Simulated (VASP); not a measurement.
# TaBi (CsCl type) (Pm-3m) in VASP: further runs

Runs on TaBi (CsCl type). Level: LDA. Tasks: single point.

Everything below comes from runs of VASP 6.6.1. Logs are shortened: lines on timing, memory, paths and dates and some standing lists are left out, and cuts for length are marked.

## Step 1: The cell of the first run

The structure is cubic, space group Pm-3m (No. 221). Conventional cell: a = 2.637 Å, b = 2.637 Å, c = 2.637 Å, α = 90.00°, β = 90.00°, γ = 90.00°. Ta (site symmetry m-3m) has 8 Bi at 2.28 Å and 6 Ta at 2.64 Å within 3.0 Å. Within 3.0 Å of Bi (site symmetry m-3m) lie 8 Ta at 2.28 Å and 6 Bi at 2.64 Å.

## Step 2: Single point, LDA (volume scaled by 0.45)

Input file INCAR:

```
SYSTEM = TaBi
ALGO = Normal
EDIFF = 1E-7
ENCUT = 520
ISIF = 2
ISMEAR = -1
LASPH = .TRUE.
LCHARG = .FALSE.
LREAL = .FALSE.
LWAVE = .FALSE.
NBANDS = 20
NELM = 100
PREC = Accurate
SIGMA = 0.05
```

Input file KPOINTS:

```
k-points
0
G
  11 11 11
  0 0 0
```

Input file POSCAR:

```
TaBi
1.0
    2.6368670951      0.0000000000      0.0000000000
    0.0000000000      2.6368670951      0.0000000000
    0.0000000000      0.0000000000      2.6368670951
Ta Bi
1 1
Direct
    0.0000000000      0.0000000000      0.0000000000
    0.5000000000      0.5000000000      0.5000000000
```

Potentials or basis: VASP PAW LDA potentials, release 64 (Ta_pv, Bi_d).

Command:

```sh
$ cat potpaw_LDA.64/Ta_pv/POTCAR potpaw_LDA.64/Bi_d/POTCAR > POTCAR
$ mpirun -np 1 vasp_std > vasp.out
```

OUTCAR:

```text
SYSTEM = TaBi
   EDIFF = 1E-7
   ENCUT = 520
   ISIF = 2
   ISMEAR = -1
   LASPH = .TRUE.
   LREAL = .FALSE.
   NELM = 100
   PREC = Accurate

 ion  position               nearest neighbor table
   1  0.000  0.000  0.000-   2 2.28   2 2.28   2 2.28   2 2.28   2 2.28   2 2.28   2 2.28   2 2.28

   2  0.500  0.500  0.500-   1 2.28   1 2.28   1 2.28   1 2.28   1 2.28   1 2.28   1 2.28   1 2.28

  LATTYP: Found a simple cubic cell.
 ALAT       =     2.6368670951

  Lattice vectors:

 A1 = (   2.6368670951,   0.0000000000,   0.0000000000)
 A2 = (   0.0000000000,   2.6368670951,   0.0000000000)
 A3 = (   0.0000000000,   0.0000000000,   2.6368670951)

Analysis of symmetry for initial positions (statically):
=====================================================================
 Subroutine PRICEL returns:
 Original cell was already a primitive cell.

 Routine SETGRP: Setting up the symmetry group for a
 simple cubic supercell.

 Subroutine GETGRP returns: Found 48 space group operations
 (whereof 48 operations were pure point group operations)
 out of a pool of 48 trial point group operations.

The static configuration has the point symmetry O_h .

Analysis of symmetry for dynamics (positions and initial velocities):
=====================================================================
 Subroutine PRICEL returns:
 Original cell was already a primitive cell.

 Routine SETGRP: Setting up the symmetry group for a
 simple cubic supercell.

 Subroutine GETGRP returns: Found 48 space group operations
 (whereof 48 operations were pure point group operations)
 out of a pool of 48 trial point group operations.

The dynamic configuration has the point symmetry O_h .

 Subroutine INISYM returns: Found 48 space group operations
 (whereof 48 operations are pure point group operations),
 and found     1 'primitive' translations

----------------------------------------------------------------------------------------

                                     Primitive cell

  volume of cell :      18.3343

  direct lattice vectors                    reciprocal lattice vectors
     2.636867095  0.000000000  0.000000000     0.379237923  0.000000000  0.000000000
     0.000000000  2.636867095  0.000000000     0.000000000  0.379237923  0.000000000
     0.000000000  0.000000000  2.636867095     0.000000000  0.000000000  0.379237923

  length of vectors
     2.636867095  2.636867095  2.636867095     0.379237923  0.379237923  0.379237923

  position of ions in fractional coordinates (direct lattice)
     0.000000000  0.000000000  0.000000000
     0.500000000  0.500000000  0.500000000

  ion indices of the primitive-cell ions
   primitive index   ion index
                 1           1
                 2           2

----------------------------------------------------------------------------------------

 KPOINTS: k-points

Automatic generation of k-mesh.
 Grid dimensions read from file:
 generate k-points for:   11   11   11

 Generating k-lattice:

  Cartesian coordinates                     Fractional coordinates (reciprocal lattice)
     0.034476175  0.000000000  0.000000000     0.090909091  0.000000000  0.000000000
     0.000000000  0.034476175  0.000000000     0.000000000  0.090909091  0.000000000
     0.000000000  0.000000000  0.034476175     0.000000000  0.000000000  0.090909091

  Length of vectors
     0.034476175  0.034476175  0.034476175

  Shift w.r.t. Gamma in fractional coordinates (k-lattice)
     0.000000000  0.000000000  0.000000000

 Subroutine IBZKPT returns following result:
 ===========================================

 Found     56 irreducible k-points:

 Following reciprocal coordinates:
            Coordinates               Weight
  0.000000  0.000000  0.000000      1.000000
  0.090909  0.000000  0.000000      6.000000
  0.181818  0.000000  0.000000      6.000000
  0.272727  0.000000  0.000000      6.000000
  0.363636  0.000000  0.000000      6.000000
  0.454545  0.000000  0.000000      6.000000
[... 16 lines left out ...]
  0.181818  0.090909  0.090909     24.000000
  0.272727  0.090909  0.090909     24.000000
 [... further k-points ...]
   k-points           NKPTS =     56   k-points in BZ     NKDIM =     56   number of bands    NBANDS=     20
   number of dos      NEDOS =    301   number of ions     NIONS =      2
   total plane-waves  NPLWV =   8000
   dimension x,y,z NGX =    20 NGY =   20 NGZ =   20
   dimension x,y,z NGXF=    40 NGYF=   40 NGZF=   40
   ions per type =               1   1
   NGX,Y,Z   is equivalent  to a cutoff of  12.61, 12.61, 12.61 a.u.
   NGXF,Y,Z  is equivalent  to a cutoff of  25.22, 25.22, 25.22 a.u.
 SYSTEM =  TaBi
   PREC   = accura    normal or accurate (medium, high low for compatibility)
   ISTART =      0    job   : 0-new  1-cont  2-samecut
   ICHARG =      2    charge: 1-file 2-atom 10-const
   ISPIN  =      1    spin polarized calculation?
   LNONCOLLINEAR =      F non collinear calculations
   LSORBIT =      F    spin-orbit coupling
   LASPH  =      T    aspherical Exc in radial PAW
   ENCUT  =  520.0 eV  38.22 Ry    6.18 a.u.   4.90  4.90  4.90*2*pi/ulx,y,z
   NELM   =    100;   NELMIN=  2; NELMDL= -5     # of ELM steps
   EDIFF  = 0.1E-06   stopping-criterion for ELM
   LREAL  =      F    real-space projection
   EDIFFG = 0.1E-05   stopping-criterion for IOM
   NSW    =      0    number of steps for IOM
   IBRION =     -1    ionic relax: 0-MD 1-quasi-New 2-CG
   NFREE  =      0    steps in history (QN), initial steepest desc. (CG)
   ISIF   =      2    stress and relaxation
   ISYM   =      2    0-nonsym 1-usesym 2-fastsym
   POTIM  = 0.5000    time-step for ionic-motion
   TEBEG  =    0.0;   TEEND  =   0.0 temperature during run
   PSTRESS=    0.0 pullay stress
   NELECT =      26.0000    total number of electrons
   NUPDOWN=      -1.0000    fix difference up-down
   EMIN   =  10.00;   EMAX   =-10.00  energy-range for DOS
   EFERMI =   0.00;   METHOD = LEGACY
   ISMEAR =    -1;   SIGMA  =   0.05  broadening in eV -4-tet -1-fermi 0-gaus
   EFERMI_NEDOS =   21; number of points for ismear=-14 and -15
   IALGO  =     38    algorithm
   IMIX   =      4    mixing-type and parameters
     AMIX     =   0.40;   BMIX     =  1.00
     AMIX_MAG =   1.60;   BMIX_MAG =  1.00
  volume/ion in A,a.u.               =       9.17        61.86
  Fermi-wavevector in a.u.,A,eV,Ry     =   1.839265  3.475707 46.027105  3.382897
  Thomas-Fermi vector in A             =   2.891852
   LORBIT       =      0    0 simple, 1 ext, 2 COOP (PROOUT), +10 PAW based schemes
   GGA     = CA    functional components
   LHFCALC =     F    Hartree Fock is set to
   AEXX    =    0.0000 exact exchange contribution
   IVDW    =     0    specifies the selected vdW correction
   LEPSILON=     F    determine dielectric tensor
   LRPA    =     F    only Hartree local field effects (RPA)
 non-spin polarized calculation
  energy-cutoff  :      520.00
  volume of cell :       18.33
 maximum number of plane-waves:       505
 NGX is ok and might be reduce to    20
   NGX =  9   NGY =  9   NGZ =  9

 number of electron      26.0000002 magnetization

 Free energy of the ion-electron system (eV)
  ---------------------------------------------------
  ext. energy  EPLUGINS =         0.00000000
  ---------------------------------------------------
  free energy    TOTEN  =         7.78336628 eV

  energy without entropy =        7.79012235  energy(sigma->0) =        7.78674432

 E-fermi :  24.6669     XC(G=0): -17.1934

 val. band max:       24.6460210357   @ k =   0.0909   0.0909   0.0000
 cond. band min:      24.7522850529   @ k =   0.3636   0.2727   0.2727
 fundamental gap:      0.1062640173
 Fermi energy:        24.6669476761

 k-point     1 :       0.0000    0.0000    0.0000
  band No.  band energies     occupation
      1     -10.0815      2.00000
      2     -10.0815      2.00000
      3     -10.0815      2.00000
      4      -3.9044      2.00000
      5      -3.9044      2.00000
      6      -1.7439      2.00000
[... 12 lines left out ...]
     19      35.1769      0.00000
     20      35.1769      0.00000

 k-point     2 :       0.0909    0.0000    0.0000
  band No.  band energies     occupation
      1     -10.4165      2.00000
      2     -10.1106      2.00000
      3     -10.1106      2.00000
      4      -3.8742      2.00000
      5      -3.6973      2.00000
      6      -1.7275      2.00000
[... 12 lines left out ...]
     19      35.9547      0.00000
     20      35.9547      0.00000

 k-point     3 :       0.1818    0.0000    0.0000
  band No.  band energies     occupation
      1     -11.2112      2.00000
      2     -10.1882      2.00000
      3     -10.1882      2.00000
      4      -3.7922      2.00000
      5      -3.1611      2.00000
      6      -1.6833      2.00000
[... 12 lines left out ...]
     19      38.2563      0.00000
     20      38.2639      0.00000

 k-point     4 :       0.2727    0.0000    0.0000
  band No.  band energies     occupation
      1     -12.0958      2.00000
      2     -10.2884      2.00000
      3     -10.2884      2.00000
      4      -3.6822      2.00000
      5      -2.4664      2.00000
      6      -1.6248      2.00000
[... 12 lines left out ...]
     19      38.2519      0.00000
     20      38.8108      0.00000

 k-point     5 :       0.3636    0.0000    0.0000
  band No.  band energies     occupation
      1     -12.8043      2.00000
      2     -10.3792      2.00000
      3     -10.3792      2.00000
      4      -3.5786      2.00000
      5      -1.8147      2.00000
      6      -1.5704      2.00000
[... 12 lines left out ...]
     19      38.1646      0.00000
     20      38.7625      0.00000
[... 353 lines left out ...]
      6      -2.5479      2.00000
[... 12 lines left out ...]
     19      35.5576      0.00000
     20      38.1982      0.00000

 k-point    22 :       0.0909    0.0909    0.0909
  band No.  band energies     occupation
      1     -10.6210      2.00000
      2     -10.3385      2.00000
      3     -10.3385      2.00000
      4      -3.5692      2.00000
      5      -3.5692      2.00000
      6      -1.7489      2.00000
[... 12 lines left out ...]
     19      36.3541      0.00000
     20      36.3541      0.00000

 k-point    23 :       0.1818    0.0909    0.0909
  band No.  band energies     occupation
      1     -11.2213      2.00000
      2     -10.4332      2.00000
      3     -10.4110      2.00000
      4      -3.5238      2.00000
      5      -3.0640      2.00000
      6      -1.8637      2.00000
[... 12 lines left out ...]
     19      37.5455      0.00000
     20      37.7738      0.00000

 k-point    24 :       0.2727    0.0909    0.0909
  band No.  band energies     occupation
      1     -12.0200      2.00000
      2     -10.5053      2.00000
      3     -10.4297      2.00000
      4      -3.4565      2.00000
      5      -2.4138      2.00000
      6      -1.9070      2.00000
[... 12 lines left out ...]
     19      38.4585      0.00000
     20      38.7559      0.00000

 [... further k-points ...]
[... 5 lines left out ...]
  --------------------------------------------------------------------------------------
  -------------------------------------------------------------------------------------
  Total       81.7945022     81.7945022     81.7945022      0.0000000      0.0000000     -0.0000000
  in kB     7147.7601956   7147.7601956   7147.7601956      0.0000000      0.0000000     -0.0000000
  external PRESSURE =    7147.7601956 kB  Pullay stress =       0.0000000 kB

 VOLUME and BASIS-vectors are now :
 -----------------------------------------------------------------------------
  energy-cutoff  :      520.00
  volume of cell :       18.33
      direct lattice vectors                 reciprocal lattice vectors
     2.636867095  0.000000000  0.000000000     0.379237923  0.000000000  0.000000000
     0.000000000  2.636867095  0.000000000     0.000000000  0.379237923  0.000000000
     0.000000000  0.000000000  2.636867095     0.000000000  0.000000000  0.379237923

 POSITION                                       TOTAL-FORCE (eV/Angst)
 -----------------------------------------------------------------------------------
      0.00000      0.00000      0.00000         0.000000      0.000000      0.000000
      1.31843      1.31843      1.31843         0.000000      0.000000      0.000000
 -----------------------------------------------------------------------------------
    total drift:                               -0.000000      0.000000     -0.000000

  FREE ENERGIE OF THE ION-ELECTRON SYSTEM (eV)
  ---------------------------------------------------
  free  energy   TOTEN  =         7.7833662796 eV

  energy  without entropy=        7.7901223548  energy(sigma->0) =        7.78674432
```

Run time: 7.2 s. Hardware: 1 thread of Intel Xeon 6975P-C (Granite Rapids), shared host; peak memory 0.13 GiB.

The run converged, but its numbers aren't listed here, since they failed a check.

Caveat: spin-orbit coupling is left out, which moves the levels of the heavy elements.

## Step 3: Single point, LDA (volume scaled by 0.52)

Input file INCAR:

```
PREC = Accurate ; ENCUT = 520
EDIFF = 1E-6 ; ISMEAR = -1
SIGMA = 0.05 ; LREAL = F
LASPH = T ; NELM = 80
ALGO = Normal ; ISIF = 2
LWAVE = F ; LCHARG = F
GGA = CA ; NBANDS = 20
```

Input file KPOINTS:

```
Automatic mesh
0
Gamma
  11 11 11
```

Input file POSCAR:

```
TaBi
1.0
    2.7670596244      0.0000000000      0.0000000000
    0.0000000000      2.7670596244      0.0000000000
    0.0000000000      0.0000000000      2.7670596244
Ta Bi
1 1
Direct
    0.0000000000      0.0000000000      0.0000000000
    0.5000000000      0.5000000000      0.5000000000
```

Potentials or basis: VASP PAW LDA potentials, release 64 (Ta_pv, Bi_d).

Command:

```sh
$ cat potpaw_LDA.64/Ta_pv/POTCAR potpaw_LDA.64/Bi_d/POTCAR > POTCAR
$ mpirun -np 1 vasp_std > vasp.out
```

Run time: 8 s. Hardware: 1 thread of Intel Xeon 6975P-C (Granite Rapids), shared host; peak memory 0.14 GiB.

Results (log left out):

* Free energy: -2.1092 eV
* Pressure: 423.7 GPa
* Band gap on the k mesh: zero (band 13 reaches 26.14 eV, above the bottom of band 14 at 19.05 eV)

Levels at points of the mesh, in eV from the Fermi level:
```csv
k point,band 11,band 12,band 13,band 14,band 15,band 16
"(0.00, 0.00, 0.00)",-5.53,2.60,2.60,2.60,3.05,3.05
```

Caveat: spin-orbit coupling is left out, which moves the levels of the heavy elements.

## Step 4: Single point, LDA (volume scaled by 0.52)

Input file INCAR:

```
SYSTEM = TaBi
  PREC = Accurate
  ENCUT = 520
  EDIFF = 1E-6
  ISMEAR = -1
  SIGMA = 0.05
  LREAL = .False.
  LASPH = .True.
  NELM = 60
  ALGO = Normal
  ISIF = 2
  LWAVE = .False.
  LCHARG = .False.
  GGA = CA
  NBANDS = 20
```

Input file KPOINTS:

```
Automatic mesh
0
Gamma
  11 11 11
  0 0 0
```

POSCAR is that of step 3.

Command:

```sh
$ cat potpaw_LDA.64/Ta_pv/POTCAR potpaw_LDA.64/Bi_d/POTCAR > POTCAR
$ mpirun -np 1 vasp_std > vasp.out
```

Wall time 7.5 s (1 thread of Intel Xeon 6975P-C (Granite Rapids), shared host); peak memory 0.14 GiB.

It converged, with:

```yaml
Free_energy: -2.1092 eV
Pressure: 423.7 GPa
Band_gap_on_the_k_mesh: zero (band 13 reaches 26.14 eV, above the bottom of band 14 at 19.05 eV)
```

Levels at points of the mesh, in eV from the Fermi level:
```csv
k point,band 11,band 12,band 13,band 14,band 15,band 16
"(0.00, 0.00, 0.00)",-5.53,2.60,2.60,2.60,3.05,3.05
```

Caveat: spin-orbit coupling is left out, which moves the levels of the heavy elements.

(Part 1 of 2 ends here.)
